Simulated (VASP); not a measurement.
Input of a VASP 6.6.1 run:

File POSCAR:

```
HfSi2
1.0
    1.8280854016     -7.2938103453      0.0000000000
    1.8280854016      7.2938103453      0.0000000000
    0.0000000000      0.0000000000      3.6422715814
Hf Si
2 4
Direct
    0.8942606322      0.1057393678      0.2500000000
    0.1057393678      0.8942606322      0.7500000000
    0.5531259593      0.4468740407      0.2500000000
    0.4468740407      0.5531259593      0.7500000000
    0.2502609969      0.7497390031      0.2500000000
    0.7497390031      0.2502609969      0.7500000000
```

File INCAR.step1:

```
ALGO = Normal ; EDIFF = 1E-5
ENCUT = 550 ; GGA = PE
GGA_COMPAT = F ; ISMEAR = 0
LASPH = T ; LCHARG = F
LREAL = F ; LWAVE = T
NBANDS = 27 ; NELM = 120
PREC = Accurate ; SIGMA = 0.1
```

The input INCAR.step2:

```
ALGO = Normal ; EDIFF = 1E-6
ENCUT = 550 ; GGA_COMPAT = F
ISIF = 2 ; ISMEAR = 0
ISTART = 1 ; LASPH = T
LCHARG = F ; LMIXTAU = T
LREAL = F ; LWAVE = F
METAGGA = R2SCAN ; NBANDS = 27
NELM = 120 ; PREC = Accurate
SIGMA = 0.1
```

File KPOINTS:

```
k-points
0
Gamma
  10 10 10
```

Potentials or basis: VASP PAW PBE potentials, release 64 (Hf_pv, Si).

Run with:

```bash
$ cat potpaw_PBE.64/Hf_pv/POTCAR potpaw_PBE.64/Si/POTCAR > POTCAR
$ cp INCAR.step1 INCAR
$ mpirun -np 1 vasp_std > vasp.out
$ cp INCAR.step2 INCAR
$ mpirun -np 1 vasp_std > vasp.out
```

Task: Estimate the largest force.

Result: 0.027 eV/Å.

Task: Predict the pressure.

Result: -0.1 GPa.

Task: Predict the band gap on the k mesh.

Result: Zero (bands 18 and 19 overlap by 1.01 eV).

Forces in eV/Å, atoms in the order of the input:
```
Hf   0.000  0.005  0.000
Hf   0.000 -0.005  0.000
Si   0.000  0.027  0.000
Si   0.000 -0.027  0.000
Si   0.000 -0.004  0.000
Si   0.000  0.004  0.000
```

Caveat: the PAW data sets were made with another functional, which shifts forces and pressure a little; spin-orbit coupling is left out, which moves the levels of the heavy elements.
